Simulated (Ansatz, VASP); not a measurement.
Two plane-wave programs on Ge

Contents of INCAR:

```
SYSTEM = Ge
  PREC = Accurate
  ENCUT = 520
  EDIFF = 1E-7
  ISMEAR = 0
  SIGMA = 0.01
  LREAL = .FALSE.
  LASPH = .TRUE.
  NELM = 60
  ALGO = Normal
  ISIF = 2
  LWAVE = .FALSE.
  LCHARG = .FALSE.
  GGA = PS
  NBANDS = 21
```

The input KPOINTS:

```
regular mesh
0
G
  10 10 10
  0 0 0
```

Contents of POSCAR:

```
Ge
1.0
    0.0000000000      2.8662440442      2.8160256703
    2.8662440442      0.0000000000      2.8160256703
    2.8662440442      2.8662440442      0.0000000000
Ge
2
Direct
    0.0000000000      0.0000000000      0.0000000000
    0.2500000000      0.2500000000      0.2500000000
```

Input for Ansatz:

```yaml
crystal:
  lattice:
    - [0.0, 2.8662440442, 2.8160256703]
    - [2.8662440442, 0.0, 2.8160256703]
    - [2.8662440442, 2.8662440442, 0.0]
  atoms:
    - { symbol: Ge, position: [0.0, 0.0, 0.0] }
    - { symbol: Ge, position: [0.25, 0.25, 0.25] }
basis:
  ecutwfc: 420
kpoints:
  mp_grid: { grid: [10, 10, 10] }
  band_path:
    path:
      - [0.0, 0.0, 0.0]
      - [0.0, 0.0, 0.0]
      - [0.0, 0.0, 0.0]
      - [0.0, 0.0, 0.0]
      - [0.0, 0.0, 0.0]
      - [0.0, 0.0, 0.0]
      - [0.0, 0.0, 0.0]
      - [0.0, 0.0, 0.0]
      - [0.0, 0.0, 0.0]
      - [0.0, 0.0, 0.0]
      - [0.0, 0.0, 0.0]
      - [0.0, 0.0, 0.0]
      - [0.0, 0.0, 0.0]
      - [0.0, 0.0, 0.0]
      - [0.0, 0.0, 0.0]
      - [0.0, 0.0, 0.0]
      - [0.0, 0.0, 0.0]
      - [0.0, 0.0, 0.0]
      - [0.0, 0.0, 0.0]
      - [0.0, 0.0, 0.0]
      - [0.0, 0.0, 0.0]
      - [0.0, 0.0, 0.0]
      - [0.0, 0.0, 0.0]
      - [0.0, 0.0, 0.0]
      - [0.0, 0.0, 0.0]
      - [0.0, 0.0, 0.0]
      - [0.3, 0.3, 0.0]
      - [0.3166666667, 0.3166666667, 0.0]
      - [0.3333333333, 0.3333333333, 0.0]
      - [0.35, 0.35, 0.0]
      - [0.3666666667, 0.3666666667, 0.0]
      - [0.3833333333, 0.3833333333, 0.0]
      - [0.4, 0.4, 0.0]
      - [0.4166666667, 0.4166666667, 0.0]
      - [0.4333333333, 0.4333333333, 0.0]
      - [0.45, 0.45, 0.0]
      - [0.4666666667, 0.4666666667, 0.0]
      - [0.4833333333, 0.4833333333, 0.0]
      - [0.5, 0.5, 0.0]
      - [0.0, 0.3, 0.3]
      - [0.0, 0.3166666667, 0.3166666667]
      - [0.0, 0.3333333333, 0.3333333333]
      - [0.0, 0.35, 0.35]
      - [0.0, 0.3666666667, 0.3666666667]
      - [0.0, 0.3833333333, 0.3833333333]
      - [0.0, 0.4, 0.4]
      - [0.0, 0.4166666667, 0.4166666667]
      - [0.0, 0.4333333333, 0.4333333333]
      - [0.0, 0.45, 0.45]
      - [0.0, 0.4666666667, 0.4666666667]
      - [0.0, 0.4833333333, 0.4833333333]
      - [0.0, 0.5, 0.5]
      - [0.5, 0.5, 0.5]
      - [0.5, 0.5, 0.5]
      - [0.5, 0.5, 0.5]
      - [0.5, 0.5, 0.5]
      - [0.5, 0.5, 0.5]
      - [0.5, 0.5, 0.5]
      - [0.5, 0.5, 0.5]
      - [0.5, 0.5, 0.5]
      - [0.5, 0.5, 0.5]
      - [0.5, 0.5, 0.5]
      - [0.5, 0.5, 0.5]
      - [0.5, 0.5, 0.5]
      - [0.5, 0.5, 0.5]
      - [0.0, 0.0, 0.5]
      - [0.0, 0.0, 0.5]
      - [0.0, 0.0, 0.5]
      - [0.0, 0.0, 0.5]
      - [0.0, 0.0, 0.5]
      - [0.0, 0.0, 0.5]
      - [0.0, 0.0, 0.5]
      - [0.0, 0.0, 0.5]
      - [0.0, 0.0, 0.5]
      - [0.0, 0.0, 0.5]
      - [0.0, 0.0, 0.5]
      - [0.0, 0.0, 0.5]
      - [0.0, 0.0, 0.5]
    npoints: 1
hamiltonian:
  xc: pbesol
scf:
  occupations: { method: gaussian, width: 0.01 }
  n_extra_bands: 5
output:
  eigenvalues: true
```

Alike in both runs: task single point; functional PBEsol; k mesh 10 × 10 × 10; occupations gaussian, width 0.01 eV; no spin polarisation.

|  | VASP | Ansatz |
| --- | --- | --- |
| version | VASP 6.6.1 | Ansatz 0.2.0 |
| potentials or method | VASP PAW PBE potentials, release 64 (Ge_d), cutoff 520 eV | scalar-relativistic, plane waves, PAW |
| valence electrons in the cell | 28 | 28 |

```csv
,VASP,Ansatz,Ansatz less VASP
gap on the k mesh at the Fermi level (eV),0.10,0.09,-0.006
least direct gap on the mesh (eV),0.13,0.13,0.000
```

VASP's potentials were made for PBE, not for PBEsol.
